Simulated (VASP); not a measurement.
# BN (P6_3/mmc) in VASP: further runs, part 2 of 2

VASP 6.6.1. Earlier steps stand in the parts before.

## 3. Single point, PBEsol (strain +0.000 along x and y, +0.050 along z)

INCAR reads:

```
  ALGO = Normal
  EDIFF = 1E-6
  ENCUT = 520
  GGA = PS
  ISIF = 2
  ISMEAR = 0
  LASPH = T
  LCHARG = F
  LREAL = F
  LWAVE = F
  NBANDS = 16
  NELM = 60
  PREC = Accurate
  SIGMA = 0.05
```

KPOINTS reads:

```
k-points
0
Gamma
  12 12 4
```

POSCAR reads:

```
BN
1.0
    2.5039917043      0.0000000000      0.0000000000
   -1.2519958522      2.1685204268      0.0000000000
    0.0000000000      0.0000000000      6.9942600000
B N
2 2
Direct
    0.3333333333      0.6666666667      0.2500000000
    0.6666666667      0.3333333333      0.7500000000
    0.3333333333      0.6666666667      0.7500000000
    0.6666666667      0.3333333333      0.2500000000
```

Potentials or basis: VASP PAW PBE potentials, release 64 (B, N).

The run is started by

```bash
$ cat potpaw_PBE.64/B/POTCAR potpaw_PBE.64/N/POTCAR > POTCAR
$ mpirun -np 1 vasp_std > vasp.out
```

OUTCAR:

```text
EDIFF = 1E-6
   ENCUT = 520
   GGA = PS
   ISIF = 2
   ISMEAR = 0
   LASPH = T
   LREAL = F
   NELM = 60
   PREC = Accurate

 ion  position               nearest neighbor table
   1  0.333  0.667  0.250-   4 1.45   4 1.45   4 1.45
   2  0.667  0.333  0.750-   3 1.45   3 1.45   3 1.45
   3  0.333  0.667  0.750-   2 1.45   2 1.45   2 1.45
   4  0.667  0.333  0.250-   1 1.45   1 1.45   1 1.45

  LATTYP: Found a hexagonal cell.
 ALAT       =     2.5039917043
 C/A-ratio  =     2.7932440782

  Lattice vectors:

 A1 = (   2.5039917043,   0.0000000000,   0.0000000000)
 A2 = (  -1.2519958522,   2.1685204268,   0.0000000000)
 A3 = (   0.0000000000,   0.0000000000,   6.9942600000)

Analysis of symmetry for initial positions (statically):
=====================================================================
 Subroutine PRICEL returns:
 Original cell was already a primitive cell.

 Routine SETGRP: Setting up the symmetry group for a
 hexagonal supercell.

 Subroutine GETGRP returns: Found 24 space group operations
 (whereof 12 operations were pure point group operations)
 out of a pool of 24 trial point group operations.

The static configuration has the point symmetry D_3d.
 The point group associated with its full space group is D_6h.

Analysis of symmetry for dynamics (positions and initial velocities):
=====================================================================
 Subroutine PRICEL returns:
 Original cell was already a primitive cell.

 Routine SETGRP: Setting up the symmetry group for a
 hexagonal supercell.

 Subroutine GETGRP returns: Found 24 space group operations
[... 122 lines left out ...]
   EFERMI =   0.00;   METHOD = LEGACY
   ISMEAR =     0;   SIGMA  =   0.05  broadening in eV -4-tet -1-fermi 0-gaus
   EFERMI_NEDOS =   21; number of points for ismear=-14 and -15
   IALGO  =     38    algorithm
   IMIX   =      4    mixing-type and parameters
     AMIX     =   0.40;   BMIX     =  1.00
     AMIX_MAG =   1.60;   BMIX_MAG =  1.00
  volume/ion in A,a.u.               =       9.49        64.07
  Fermi-wavevector in a.u.,A,eV,Ry     =   1.227257  2.319179 20.492539  1.506159
  Thomas-Fermi vector in A             =   2.362227
   LORBIT       =      0    0 simple, 1 ext, 2 COOP (PROOUT), +10 PAW based schemes
   GGA     = PS    functional components
   LHFCALC =     F    Hartree Fock is set to
   AEXX    =    0.0000 exact exchange contribution
   IVDW    =     0    specifies the selected vdW correction
   LEPSILON=     F    determine dielectric tensor
   LRPA    =     F    only Hartree local field effects (RPA)
 non-spin polarized calculation
 Gauss-broadening in eV      SIGMA  =   0.05
  energy-cutoff  :      520.00
  volume of cell :       37.98
 maximum number of plane-waves:      1058
 NGX is ok and might be reduce to    20
   NGX =  9   NGY =  9   NGZ = 27

 number of electron      15.9999998 magnetization

 Free energy of the ion-electron system (eV)
  ---------------------------------------------------
  ext. energy  EPLUGINS =         0.00000000
  ---------------------------------------------------
  free energy    TOTEN  =       -36.57072422 eV

  energy without entropy =      -36.57072422  energy(sigma->0) =      -36.57072422

 E-fermi :   2.0771     XC(G=0):  -9.9516

 val. band max:        1.7862336744   @ k =   0.3333   0.3333   0.5000
 cond. band min:       6.0391238120   @ k =   0.5000   0.0000   0.0000
 fundamental gap:      4.2528901376
 Fermi energy:         2.0771465932

 k-point     1 :       0.0000    0.0000    0.0000
  band No.  band energies     occupation
      1     -15.9292      2.00000
      2     -15.7270      2.00000
      3      -4.2912      2.00000
      4      -2.6091      2.00000
      5       0.4785      2.00000
      6       0.4785      2.00000
[... 433 lines left out ...]
      3      -5.0906      2.00000
      4      -5.0554      2.00000
      5      -1.7824      2.00000
      6      -1.7557      2.00000
[... 8 lines left out ...]
     15      18.1923      0.00000
     16      20.2405      0.00000

 [... further k-points ...]

------------------------ aborting loop because EDIFF is reached ----------------------------------------

  FORCE on cell =-STRESS in cart. coord.  units (eV):
  Direction    XX          YY          ZZ          XY          YZ          ZX
  --------------------------------------------------------------------------------------
  -------------------------------------------------------------------------------------
  Total        0.1523851      0.1523851     -0.0162579     -0.0000000      0.0000000      0.0000000
  in kB        6.4285788      6.4285788     -0.6858639     -0.0000000      0.0000000      0.0000000
  external PRESSURE =       4.0570979 kB  Pullay stress =       0.0000000 kB

 VOLUME and BASIS-vectors are now :
 -----------------------------------------------------------------------------
  energy-cutoff  :      520.00
  volume of cell :       37.98
      direct lattice vectors                 reciprocal lattice vectors
     2.503991704  0.000000000  0.000000000     0.399362345  0.230571958  0.000000000
    -1.251995852  2.168520427  0.000000000     0.000000000  0.461143915  0.000000000
     0.000000000  0.000000000  6.994260000     0.000000000  0.000000000  0.142974382

 POSITION                                       TOTAL-FORCE (eV/Angst)
 -----------------------------------------------------------------------------------
     -0.00000      1.44568      1.74856         0.000000      0.000000      0.000000
      1.25200      0.72284      5.24569        -0.000000     -0.000000      0.000000
     -0.00000      1.44568      5.24569         0.000000      0.000000      0.000000
      1.25200      0.72284      1.74856        -0.000000     -0.000000      0.000000
 -----------------------------------------------------------------------------------
    total drift:                               -0.000000      0.000000      0.000000

  FREE ENERGIE OF THE ION-ELECTRON SYSTEM (eV)
  ---------------------------------------------------
  free  energy   TOTEN  =       -36.5707242173 eV

  energy  without entropy=      -36.5707242173  energy(sigma->0) =      -36.57072422
```

OSZICAR:

```text
N       E                     dE             d eps       ncg     rms          rms(c)
DAV:   1     0.506240243055E+02    0.50624E+02   -0.78693E+03  1824   0.919E+02
DAV:   2    -0.365476425736E+02   -0.87172E+02   -0.79623E+02  2528   0.219E+02
DAV:   3    -0.400425696956E+02   -0.34949E+01   -0.34804E+01  2392   0.433E+01
DAV:   4    -0.400664285232E+02   -0.23859E-01   -0.23852E-01  2272   0.399E+00
DAV:   5    -0.400666690422E+02   -0.24052E-03   -0.24051E-03  2408   0.379E-01    0.111E+01
DAV:   6    -0.369632871207E+02    0.31034E+01   -0.49664E+00  2360   0.168E+01    0.504E+00
DAV:   7    -0.366611120892E+02    0.30218E+00   -0.52051E-01  2408   0.521E+00    0.310E+00
DAV:   8    -0.365739217016E+02    0.87190E-01   -0.22913E-01  2288   0.317E+00    0.461E-01
DAV:   9    -0.365697421178E+02    0.41796E-02   -0.14326E-02  2064   0.949E-01    0.181E-01
DAV:  10    -0.365706009199E+02   -0.85880E-03   -0.11514E-03  2088   0.255E-01    0.308E-02
DAV:  11    -0.365707124606E+02   -0.11154E-03   -0.80316E-05  2216   0.674E-02    0.226E-02
DAV:  12    -0.365707240927E+02   -0.11632E-04   -0.25705E-05  2024   0.330E-02    0.204E-03
DAV:  13    -0.365707242173E+02   -0.12459E-06   -0.57778E-07  2016   0.605E-03
   1 F= -.36570724E+02 E0= -.36570724E+02  d E =-.392539E-18
```

Wall time 15 s (1 thread of Intel Xeon 6975P-C (Granite Rapids), shared host); peak memory 0.16 GiB.

What came out:

```yaml
Free_energy: -36.5707 eV
Pressure: 0.4 GPa
Band_gap_on_the_k_mesh: 4.25 eV, indirect (least direct gap 4.60 eV)
```

Caveat: the cell differs from its parent crystal (strain +0.000 along x and y, +0.050 along z); the PAW data sets were made with another functional, which shifts forces and pressure a little; this functional lacks dispersion, which binds the layers, so the pressure and a relaxed spacing across them are unreliable.
